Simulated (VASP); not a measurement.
Here is a VASP 6.6.1 calculation.

The input INCAR:

```
SYSTEM = Ca3Zn6As6CO
PREC     = Accurate       ! precision mode
ENCUT    = 520            ! plane-wave cutoff, eV
EDIFF    = 1E-6           ! SCF threshold, eV
ISMEAR   = -1             ! smearing method
SIGMA    = 0.1            ! smearing width, eV
LREAL    = Auto         
LASPH    = .True.         ! aspherical terms in the spheres
NELM     = 120            ! most SCF steps
ALGO     = Normal         ! electronic algorithm
ISIF     = 2              ! what is computed and relaxed
LWAVE    = .False.        ! write WAVECAR
LCHARG   = .True.         ! write CHGCAR
LELF     = .True.         ! ELF
LVHAR    = .True.       
NBANDS   = 115            ! bands
GGA_COMPAT= .False.      
NELMDL   = -8
```

Contents of KPOINTS:

```
regular mesh
0
Gamma
  2 2 1
  0 0 0
```

POSCAR

```
Ca3Zn6As6CO
1.0
    7.1855040000      0.0000000000      0.0000000000
    0.0000000000      7.0073420000      0.0000000000
    0.0000000000      0.0000000000     17.1485520000
Ca Zn As C O
3 6 6 1 1
Direct
    0.0000000000      0.0000000000      0.0583139614
    0.4827775477      0.0253876577      0.1603808881
    0.9753386819     -0.0453238903      0.2846187830
    0.3333377867      0.3695267050      0.0583139614
    0.6666616566      0.6304673013      0.0583139614
    0.8032421943      0.3108453962      0.1938297764
    0.2097973921      0.6488622933      0.1924302413
    0.3244587993      0.3731372038      0.2776444332
    0.6056081800      0.5711723504      0.2520212785
    0.3333377867      0.7395100739      0.0583139614
    0.6666616566      0.2604839324      0.0583139614
    0.8578243085      0.7312330410      0.1629408710
    0.1548395213      0.2682329477      0.1638447374
    0.2806483721      0.6740787020      0.3312466265
    0.6216126245      0.2233086383      0.3066148092
    0.7388208259      0.7289211801      0.3993048509
    0.7888381942      0.8811615018      0.3978295077
```

Potentials or basis: VASP PAW LDA potentials, release 64 (Ca_sv, Zn, As_d, C, O).

Run with:

```console
$ cat potpaw_LDA.64/Ca_sv/POTCAR potpaw_LDA.64/Zn/POTCAR potpaw_LDA.64/As_d/POTCAR potpaw_LDA.64/C/POTCAR potpaw_LDA.64/O/POTCAR > POTCAR
$ mpirun -np 1 vasp_std > vasp.out
```

Estimate the band gap on the k mesh.

0.55 eV.

What does it give for the largest force?

3.288 eV/Å.

Forces on the atoms (eV/Å):
```
Ca  -0.074  0.082 -0.061
Ca   0.155 -0.590  0.550
Ca   0.218  0.586  0.003
Zn   1.053  1.060 -0.079
Zn  -0.892 -0.942  0.415
Zn   0.350  0.027 -0.874
Zn  -0.313  0.133 -0.780
Zn   0.140 -0.773  0.182
Zn   0.157  0.444  0.506
As   0.002 -0.822 -0.122
As   0.029  1.001 -0.656
As  -0.380 -0.272  0.631
As  -1.315 -0.609  0.891
As   0.570  0.598 -0.482
As   0.449  0.420 -0.228
C   -1.226 -3.051  0.011
O    1.077  2.709  0.092
```

Caveat: the k points lie up to 0.45 Å⁻¹ apart; the atoms stand as in a frame of molecular dynamics; there is no dipole correction, which matters where the two faces differ.
